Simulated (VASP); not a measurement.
# MgCd2Te3 (P6/mmm) in VASP: notebook

MgCd2Te3 is run at these levels: PBE; tasks: single point, relaxation of cell and atoms.

Program: VASP 6.6.1. These are calculated values, not measurements. Logs are shortened: lines on timing, memory, paths and dates and some standing lists are left out, and cuts for length are marked.

### Step 1. The cell of the first run

Symmetry: P6/mmm, No. 191, hexagonal system. Conventional cell: a = 6.366 Å, b = 6.366 Å, c = 5.245 Å, α = 90.00°, β = 90.00°, γ = 120.00°. Within 4.8 Å of Mg (site symmetry 6/mmm) lie 6 Cd at 3.68 Å and 12 Te at 4.12 Å. Cd (site symmetry -6m2) has 6 Te at 3.20 Å and 3 Mg at 3.68 Å and 3 Cd at 3.68 Å within 4.2 Å. Within 4.2 Å of Te (site symmetry mmm) lie 4 Te at 3.18 Å and 4 Cd at 3.20 Å and 4 Mg at 4.12 Å.

The cell was built from a structure type or drawn by symmetry, and may not be a known phase.

### Step 2. Single point, PBE

The input, INCAR:

```
SYSTEM = MgCd2Te3
PREC = Accurate ; ENCUT = 520
EDIFF = 1E-7 ; ISMEAR = 0
SIGMA = 0.1 ; LREAL = .FALSE.
LASPH = .TRUE. ; NELM = 60
ALGO = Normal ; ISIF = 2
LWAVE = .FALSE. ; LCHARG = .FALSE.
GGA = PE ; NBANDS = 31
```

The input, KPOINTS:

```
Automatic mesh
0
G
  3 3 4
  0 0 0
```

The input, POSCAR:

```
MgCd2Te3
1.0
    6.3658089300      0.0000000000      0.0000000000
   -3.1829044600      5.5129522500      0.0000000000
    0.0000000000      0.0000000000      5.2453566900
Mg Cd Te
1 2 3
Direct
    0.0000000000      0.0000000000      0.0000000000
    0.3333333300      0.6666666700      0.0000000000
    0.6666666700      0.3333333300      0.0000000000
    0.5000000000      0.0000000000      0.5000000000
    0.0000000000      0.5000000000      0.5000000000
    0.5000000000      0.5000000000      0.5000000000
```

Potentials or basis: VASP PAW PBE potentials, release 64 (Mg, Cd, Te).

Command:

```
$ cat potpaw_PBE.64/Mg/POTCAR potpaw_PBE.64/Cd/POTCAR potpaw_PBE.64/Te/POTCAR > POTCAR
$ mpirun -np 1 vasp_std > vasp.out
```

OUTCAR:

```text
SYSTEM = MgCd2Te3
   PREC = Accurate
   ENCUT = 520
   EDIFF = 1E-7
   ISMEAR = 0
   LREAL = .FALSE.
   LASPH = .TRUE.
   NELM = 60
   ISIF = 2
   GGA = PE

 ion  position               nearest neighbor table
   1  0.000  0.000  0.000-   2 3.68   3 3.68   2 3.68   3 3.68   3 3.68   2 3.68
   2  0.333  0.667  0.000-   4 3.20   4 3.20   5 3.20   5 3.20   6 3.20   6 3.20   1 3.68   3 3.68
                             3 3.68   1 3.68   1 3.68   3 3.68
   3  0.667  0.333  0.000-   4 3.20   4 3.20   5 3.20   5 3.20   6 3.20   6 3.20   1 3.68   2 3.68
                             2 3.68   1 3.68   1 3.68   2 3.68
   4  0.500  0.000  0.500-   6 3.18   6 3.18   5 3.18   5 3.18   2 3.20   3 3.20   2 3.20   3 3.20

   5  0.000  0.500  0.500-   6 3.18   6 3.18   4 3.18   4 3.18   2 3.20   3 3.20   2 3.20   3 3.20

   6  0.500  0.500  0.500-   4 3.18   4 3.18   5 3.18   5 3.18   2 3.20   3 3.20   2 3.20   3 3.20

  LATTYP: Found a hexagonal cell.
 ALAT       =     6.3658089300
 C/A-ratio  =     0.8239890244

  Lattice vectors:

 A1 = (   6.3658089300,   0.0000000000,   0.0000000000)
 A2 = (  -3.1829044600,   5.5129522500,   0.0000000000)
 A3 = (   0.0000000000,   0.0000000000,   5.2453566900)

Analysis of symmetry for initial positions (statically):
=====================================================================
 Subroutine PRICEL returns:
 Original cell was already a primitive cell.

 Routine SETGRP: Setting up the symmetry group for a
 hexagonal supercell.

 Subroutine GETGRP returns: Found 24 space group operations
 (whereof 24 operations were pure point group operations)
 out of a pool of 24 trial point group operations.

The static configuration has the point symmetry D_6h.

Analysis of symmetry for dynamics (positions and initial velocities):
=====================================================================
 Subroutine PRICEL returns:
 Original cell was already a primitive cell.

 Routine SETGRP: Setting up the symmetry group for a
 hexagonal supercell.

 Subroutine GETGRP returns: Found 24 space group operations
 (whereof 24 operations were pure point group operations)
 out of a pool of 24 trial point group operations.

The dynamic configuration has the point symmetry D_6h.

 Subroutine INISYM returns: Found 24 space group operations
 (whereof 24 operations are pure point group operations),
 and found     1 'primitive' translations

----------------------------------------------------------------------------------------

[... 88 lines left out ...]
   IBRION =     -1    ionic relax: 0-MD 1-quasi-New 2-CG
   NFREE  =      0    steps in history (QN), initial steepest desc. (CG)
   ISIF   =      2    stress and relaxation
   ISYM   =      2    0-nonsym 1-usesym 2-fastsym
   POTIM  = 0.5000    time-step for ionic-motion
   TEBEG  =    0.0;   TEEND  =   0.0 temperature during run
   PSTRESS=    0.0 pullay stress
   NELECT =      44.0000    total number of electrons
   NUPDOWN=      -1.0000    fix difference up-down
   EMIN   =  10.00;   EMAX   =-10.00  energy-range for DOS
   EFERMI =   0.00;   METHOD = LEGACY
   ISMEAR =     0;   SIGMA  =   0.10  broadening in eV -4-tet -1-fermi 0-gaus
   EFERMI_NEDOS =   21; number of points for ismear=-14 and -15
   IALGO  =     38    algorithm
   IMIX   =      4    mixing-type and parameters
     AMIX     =   0.40;   BMIX     =  1.00
     AMIX_MAG =   1.60;   BMIX_MAG =  1.00
  volume/ion in A,a.u.               =      30.68       207.04
  Fermi-wavevector in a.u.,A,eV,Ry     =   1.015987  1.919937 14.044333  1.032229
  Thomas-Fermi vector in A             =   2.149304
   LORBIT       =      0    0 simple, 1 ext, 2 COOP (PROOUT), +10 PAW based schemes
   GGA     = PE    functional components
   LHFCALC =     F    Hartree Fock is set to
   AEXX    =    0.0000 exact exchange contribution
   IVDW    =     0    specifies the selected vdW correction
   LEPSILON=     F    determine dielectric tensor
   LRPA    =     F    only Hartree local field effects (RPA)
 non-spin polarized calculation
 Gauss-broadening in eV      SIGMA  =   0.10
  energy-cutoff  :      520.00
  volume of cell :      184.08
 maximum number of plane-waves:      4998
 NGX is ok and might be reduce to    48
   NGX = 23   NGY = 23   NGZ = 19

 number of electron      43.9999995 magnetization

 Free energy of the ion-electron system (eV)
  ---------------------------------------------------
  ext. energy  EPLUGINS =         0.00000000
  ---------------------------------------------------
  free energy    TOTEN  =       -10.46330487 eV

  energy without entropy =      -10.43687645  energy(sigma->0) =      -10.45009066

 E-fermi :   4.0384     XC(G=0):  -9.0899

 val. band max:        4.0070466287   @ k =   0.3333   0.0000   0.5000
 cond. band min:       4.0463142198   @ k =   0.3333   0.3333   0.2500
 fundamental gap:      0.0392675910
 Fermi energy:         4.0383600412

 k-point     1 :       0.0000    0.0000    0.0000
  band No.  band energies     occupation
      1      -8.9203      2.00000
      2      -6.1002      2.00000
      3      -6.1002      2.00000
      4      -4.8584      2.00000
      5      -4.7724      2.00000
      6      -4.7724      2.00000
[... 295 lines left out ...]
     30       9.3056      0.00000
     31       9.5551      0.00000

------------------------ aborting loop because EDIFF is reached ----------------------------------------

  FORCE on cell =-STRESS in cart. coord.  units (eV):
  Direction    XX          YY          ZZ          XY          YZ          ZX
  --------------------------------------------------------------------------------------
  -------------------------------------------------------------------------------------
  Total        5.0433094      5.0433094     -1.7567917      0.0000000      0.0000000      0.0000000
  in kB       43.8948269     43.8948269    -15.2903702      0.0000000      0.0000000      0.0000000
  external PRESSURE =      24.1664279 kB  Pullay stress =       0.0000000 kB

 VOLUME and BASIS-vectors are now :
 -----------------------------------------------------------------------------
  energy-cutoff  :      520.00
  volume of cell :      184.08
      direct lattice vectors                 reciprocal lattice vectors
     6.365808930  0.000000000  0.000000000     0.157089226  0.090695507  0.000000000
    -3.182904460  5.512952250  0.000000000     0.000000000  0.181391014  0.000000000
     0.000000000  0.000000000  5.245356690     0.000000000  0.000000000  0.190644804

 POSITION                                       TOTAL-FORCE (eV/Angst)
 -----------------------------------------------------------------------------------
      0.00000      0.00000      0.00000         0.000000      0.000000      0.000000
     -0.00000      3.67530      0.00000        -0.000000     -0.000000      0.000000
      3.18290      1.83765      0.00000        -0.000000      0.000000     -0.000000
      3.18290      0.00000      2.62268         0.000000      0.000000      0.000000
     -1.59145      2.75648      2.62268         0.000000      0.000000      0.000000
      1.59145      2.75648      2.62268         0.000000      0.000000      0.000000
 -----------------------------------------------------------------------------------
    total drift:                               -0.000000      0.000000     -0.000000

  FREE ENERGIE OF THE ION-ELECTRON SYSTEM (eV)
  ---------------------------------------------------
  free  energy   TOTEN  =       -10.4633048710 eV

  energy  without entropy=      -10.4368764494  energy(sigma->0) =      -10.45009066
```

OSZICAR:

```text
N       E                     dE             d eps       ncg     rms          rms(c)
DAV:   1     0.254495767420E+03    0.25450E+03   -0.18760E+04   558   0.121E+03
DAV:   2     0.505517065933E+01   -0.24944E+03   -0.23890E+03   635   0.270E+02
DAV:   3    -0.109415312027E+02   -0.15997E+02   -0.15598E+02   663   0.659E+01
DAV:   4    -0.112074263364E+02   -0.26590E+00   -0.26571E+00   671   0.748E+00
DAV:   5    -0.112121076114E+02   -0.46813E-02   -0.46812E-02   674   0.100E+00    0.161E+01
DAV:   6    -0.104787954519E+02    0.73331E+00   -0.21710E+00   579   0.798E+00    0.107E+01
DAV:   7    -0.104681184671E+02    0.10677E-01   -0.24819E-01   600   0.223E+00    0.280E+00
DAV:   8    -0.104643807961E+02    0.37377E-02   -0.46468E-02   586   0.110E+00    0.712E-01
DAV:   9    -0.104637403447E+02    0.64045E-03   -0.13790E-02   579   0.588E-01    0.131E-01
DAV:  10    -0.104633088489E+02    0.43150E-03   -0.92019E-04   593   0.164E-01    0.773E-02
DAV:  11    -0.104633375033E+02   -0.28654E-04   -0.72054E-04   593   0.112E-01    0.559E-02
DAV:  12    -0.104633066698E+02    0.30833E-04   -0.11153E-04   586   0.522E-02    0.540E-02
DAV:  13    -0.104633054727E+02    0.11971E-05   -0.10523E-05   607   0.116E-02    0.231E-02
DAV:  14    -0.104633051558E+02    0.31693E-06   -0.10761E-06   593   0.442E-03    0.597E-03
DAV:  15    -0.104633048319E+02    0.32389E-06   -0.57618E-07   491   0.365E-03    0.822E-04
DAV:  16    -0.104633048710E+02   -0.39081E-07   -0.86109E-08   382   0.118E-03
   1 F= -.10463305E+02 E0= -.10450091E+02  d E =-.264284E-01
```

stdout:

```text
POSCAR found type information on POSCAR MgCdTe
 POSCAR found :  3 types and       6 ions
 scaLAPACK will be used
 LDA part: xc-table for (Slater+PW92), standard interpolation
 POSCAR, INCAR and KPOINTS ok, starting setup
 FFT: planning ... GRIDC
 FFT: planning ... GRID_SOFT
 FFT: planning ... GRID
 WAVECAR not read
 entering main loop
```

Run time: 36 s. Hardware: 1 thread of Intel Xeon 6975P-C (Granite Rapids), shared host; peak memory 0.31 GiB.

Results:

```
Free energy            : -10.4633 eV
Pressure               : 2.4 GPa
Band gap on the k mesh : zero (bands 22 and 23 overlap by 1.07 eV)
```

Stress tensor (GPa, compression positive):
```
 4.39  0.00  0.00
 0.00  4.39  0.00
 0.00  0.00 -1.53
```

Caveat: the k points lie up to 0.38 Å⁻¹ apart, too coarse for converged energies and pressures of a metal; spin-orbit coupling is left out, which moves the levels of the heavy elements.

### Step 3. Single point, PBE

This run uses another cell than the first one, of 32.01 Å³/atom.

The input, INCAR:

```
SYSTEM = MgCd2Te3
ALGO = Normal
EDIFF = 1E-6
ENCUT = 520
GGA = PE
ISIF = 2
ISMEAR = 0
LASPH = .True.
LCHARG = .False.
LREAL = .False.
LWAVE = .False.
NBANDS = 31
NELM = 60
PREC = Accurate
SIGMA = 0.1
```

The input, KPOINTS:

```
k-points
0
Gamma
  6 6 8
  0 0 0
```

The input, POSCAR:

```
MgCd2Te3
1.0
    6.6799277233     -0.0000000030      0.0000000000
   -3.3399638590      5.7849871053      0.0000000000
    0.0000000000      0.0000000000      4.9707428400
Mg Cd Te
1 2 3
Direct
    0.0000000000      0.0000000000      0.0000000000
    0.3333333333      0.6666666667      0.0000000000
    0.6666666667      0.3333333333      0.0000000000
    0.5000000000      0.0000000000      0.5000000000
    0.0000000000      0.5000000000      0.5000000000
    0.5000000000      0.5000000000      0.5000000000
```

Potentials or basis: VASP PAW PBE potentials, release 64 (Mg, Cd, Te).

Command:

```
$ cat potpaw_PBE.64/Mg/POTCAR potpaw_PBE.64/Cd/POTCAR potpaw_PBE.64/Te/POTCAR > POTCAR
$ mpirun -np 1 vasp_std > vasp.out
```

OUTCAR:

```text
SYSTEM = MgCd2Te3
   EDIFF = 1E-6
   ENCUT = 520
   GGA = PE
   ISIF = 2
   ISMEAR = 0
   LASPH = .True.
   LREAL = .False.
   NELM = 60
   PREC = Accurate

 ion  position               nearest neighbor table
   1  0.000  0.000  0.000-
   2  0.333  0.667  0.000-   4 3.15   4 3.15   5 3.15   5 3.15   6 3.15   6 3.15
   3  0.667  0.333  0.000-   4 3.15   4 3.15   5 3.15   5 3.15   6 3.15   6 3.15
   4  0.500  0.000  0.500-   2 3.15   3 3.15   2 3.15   3 3.15   6 3.34   6 3.34   5 3.34   5 3.34

   5  0.000  0.500  0.500-   2 3.15   3 3.15   2 3.15   3 3.15   6 3.34   6 3.34   4 3.34   4 3.34

   6  0.500  0.500  0.500-   2 3.15   3 3.15   2 3.15   3 3.15   4 3.34   4 3.34   5 3.34   5 3.34

  LATTYP: Found a hexagonal cell.
 ALAT       =     6.6799277233
 C/A-ratio  =     0.7441312310

  Lattice vectors:

 A1 = (   6.6799277233,  -0.0000000030,   0.0000000000)
 A2 = (  -3.3399638590,   5.7849871053,   0.0000000000)
 A3 = (   0.0000000000,   0.0000000000,   4.9707428400)

Analysis of symmetry for initial positions (statically):
=====================================================================
[... 185 lines left out ...]
 fundamental gap:      0.0370430794
 Fermi energy:         3.7623757168

 k-point     1 :       0.0000    0.0000    0.0000
  band No.  band energies     occupation
      1      -9.0276      2.00000
      2      -6.7993      2.00000
      3      -6.7993      2.00000
      4      -5.1996      2.00000
      5      -5.1022      2.00000
      6      -5.1022      2.00000
[... 805 lines left out ...]
     30       8.0717      0.00000
     31       8.9690      0.00000

 [... further k-points ...]

------------------------ aborting loop because EDIFF is reached ----------------------------------------

  FORCE on cell =-STRESS in cart. coord.  units (eV):
  Direction    XX          YY          ZZ          XY          YZ          ZX
  --------------------------------------------------------------------------------------
  -------------------------------------------------------------------------------------
  Total       -0.0031433     -0.0031433      0.0986126     -0.0000000     -0.0000000      0.0000000
  in kB       -0.0262184     -0.0262184      0.8225221     -0.0000000     -0.0000000      0.0000000
  external PRESSURE =       0.2566951 kB  Pullay stress =       0.0000000 kB

 VOLUME and BASIS-vectors are now :
 -----------------------------------------------------------------------------
  energy-cutoff  :      520.00
  volume of cell :      192.09
      direct lattice vectors                 reciprocal lattice vectors
     6.679927723 -0.000000003  0.000000000     0.149702219  0.086430616  0.000000000
    -3.339963859  5.784987105  0.000000000     0.000000000  0.172861232  0.000000000
     0.000000000  0.000000000  4.970742840     0.000000000  0.000000000  0.201177175

 POSITION                                       TOTAL-FORCE (eV/Angst)
 -----------------------------------------------------------------------------------
      0.00000      0.00000      0.00000         0.000000      0.000000      0.000000
      0.00000      3.85666      0.00000         0.000000     -0.000000      0.000000
      3.33996      1.92833      0.00000        -0.000000      0.000000      0.000000
      3.33996     -0.00000      2.48537         0.000000      0.000000      0.000000
     -1.66998      2.89249      2.48537         0.000000      0.000000      0.000000
      1.66998      2.89249      2.48537         0.000000      0.000000      0.000000
 -----------------------------------------------------------------------------------
    total drift:                               -0.000000     -0.000000     -0.000000

  FREE ENERGIE OF THE ION-ELECTRON SYSTEM (eV)
  ---------------------------------------------------
  free  energy   TOTEN  =       -11.0928938363 eV

  energy  without entropy=      -11.0784407412  energy(sigma->0) =      -11.08566729
```

OSZICAR:

```text
N       E                     dE             d eps       ncg     rms          rms(c)
DAV:   1     0.251674336821E+03    0.25167E+03   -0.18644E+04  2170   0.120E+03
DAV:   2     0.449481172020E+01   -0.24718E+03   -0.23674E+03  2450   0.267E+02
DAV:   3    -0.112014986444E+02   -0.15696E+02   -0.15443E+02  2599   0.658E+01
DAV:   4    -0.114592301065E+02   -0.25773E+00   -0.25739E+00  2633   0.744E+00
DAV:   5    -0.114634863704E+02   -0.42563E-02   -0.42561E-02  2667   0.963E-01    0.126E+01
DAV:   6    -0.111185975619E+02    0.34489E+00   -0.71937E-01  2338   0.649E+00    0.862E+00
DAV:   7    -0.110971385273E+02    0.21459E-01   -0.27185E-01  2415   0.240E+00    0.128E+00
DAV:   8    -0.110928909872E+02    0.42475E-02   -0.37589E-02  2296   0.155E+00    0.416E-01
DAV:   9    -0.110928194136E+02    0.71574E-04   -0.45073E-03  2485   0.345E-01    0.200E-01
DAV:  10    -0.110928739770E+02   -0.54563E-04   -0.20180E-04  2613   0.859E-02    0.859E-02
DAV:  11    -0.110928943731E+02   -0.20396E-04   -0.17418E-05  2441   0.223E-02    0.602E-02
DAV:  12    -0.110928944219E+02   -0.48848E-07   -0.15478E-05  2289   0.311E-02    0.122E-02
DAV:  13    -0.110928938363E+02    0.58564E-06   -0.12724E-06  1536   0.589E-03
   1 F= -.11092894E+02 E0= -.11085667E+02  d E =-.144531E-01
```

Wall time 1.8 min (1 thread of Intel Xeon 6975P-C (Granite Rapids), shared host); peak memory 0.43 GiB.

Results:

```
Free energy            : -11.0929 eV
Pressure               : 0.0 GPa
Band gap on the k mesh : zero (bands 22 and 23 overlap by 1.60 eV)
```

Stress tensor (GPa, compression positive):
```
0.00 0.00 0.00
0.00 0.00 0.00
0.00 0.00 0.08
```

Caveat: spin-orbit coupling is left out, which moves the levels of the heavy elements.

(Part 1 of 2 ends here.)
